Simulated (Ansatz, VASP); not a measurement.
# One calculation of CsRb2CrF6, two programs

INCAR

```
PREC = Accurate
ENCUT = 600
EDIFF = 1E-6
ISMEAR = -1
SIGMA = 0.0879
LREAL = F
LASPH = T
NELM = 120
ALGO = Normal
ISIF = 2
LWAVE = F
LCHARG = F
GGA = PE
NBANDS = 52
GGA_COMPAT = F
```

File KPOINTS:

```
regular mesh
0
Gamma
  4 4 4
```

POSCAR

```
CsRb2CrF6
1.0
    0.0000000000      4.4551410000      4.4551410000
    4.4551410000      0.0000000000      4.4551410000
    4.4551410000      4.4551410000      0.0000000000
F Rb Cs Cr
6 2 1 1
Direct
    0.7800000000      0.2200000000      0.2200000000
    0.2200000000      0.7800000000      0.2200000000
    0.2200000000      0.7800000000      0.7800000000
    0.7800000000      0.2200000000      0.7800000000
    0.2200000000      0.2200000000      0.7800000000
    0.7800000000      0.7800000000      0.2200000000
    0.2500000000      0.2500000000      0.2500000000
    0.7500000000      0.7500000000      0.7500000000
    0.5000000000      0.5000000000      0.5000000000
    0.0000000000      0.0000000000      0.0000000000
```

Input for Ansatz:

```yaml
crystal:
  lattice:
    - [0.0, 4.455141, 4.455141]
    - [4.455141, 0.0, 4.455141]
    - [4.455141, 4.455141, 0.0]
  atoms:
    - { symbol: F, position: [0.78, 0.22, 0.22] }
    - { symbol: F, position: [0.22, 0.78, 0.22] }
    - { symbol: F, position: [0.22, 0.78, 0.78] }
    - { symbol: F, position: [0.78, 0.22, 0.78] }
    - { symbol: F, position: [0.22, 0.22, 0.78] }
    - { symbol: F, position: [0.78, 0.78, 0.22] }
    - { symbol: Rb, position: [0.25, 0.25, 0.25] }
    - { symbol: Rb, position: [0.75, 0.75, 0.75] }
    - { symbol: Cs, position: [0.5, 0.5, 0.5] }
    - { symbol: Cr, position: [0.0, 0.0, 0.0] }
  symmetry: { tolerance: 0.0003 }
kpoints:
  mp_grid: { grid: [4, 4, 4], shift: [0, 0, 0] }
magnetization:
  spin_polarized: false
scf:
  occupations: { method: fermi_dirac, width: 0.0879 }
hamiltonian:
  pseudopotentials: { kind: paw }
  xc: pbe
basis:
  ecutwfc: 420
output:
  forces: true
  stress: true
  eigenvalues: true
```

Alike in both runs: task single point; functional PBE; k mesh 4 × 4 × 4; occupations fermi-dirac, width 0.0879 eV; no spin polarisation.

|  | VASP | Ansatz |
| --- | --- | --- |
| version | VASP 6.6.1 | Ansatz 0.2.0 |
| potentials or method | VASP PAW PBE potentials, release 64 (F, Rb_sv, Cs_sv, Cr_pv), cutoff 600 eV | PAW plane waves |
| valence electrons in the cell | 81 | 83 |

Ansatz gave:

```
gap on the k mesh at the Fermi level (eV) : none
pressure (GPa)                            : 6.0
rms of the force components (eV/Å)        : 0.856
```

Problem. Estimate VASP's values.

Solution. gap on the k mesh at the Fermi level (eV): none; pressure (GPa): 6.1; rms of the force components (eV/Å): 0.848.

Atom by atom the forces differ by 0.008 eV/Å (rms over components). A gap of «none» marks a metal or a gap that the smearing closes. The functional is the same, so the differences come from potentials, cutoffs and numerics. VASP's potentials hold 81 valence electrons a cell and Ansatz's 83, so a difference there can come from the potentials and not from the codes.

Neither program's run includes spin-orbit coupling.
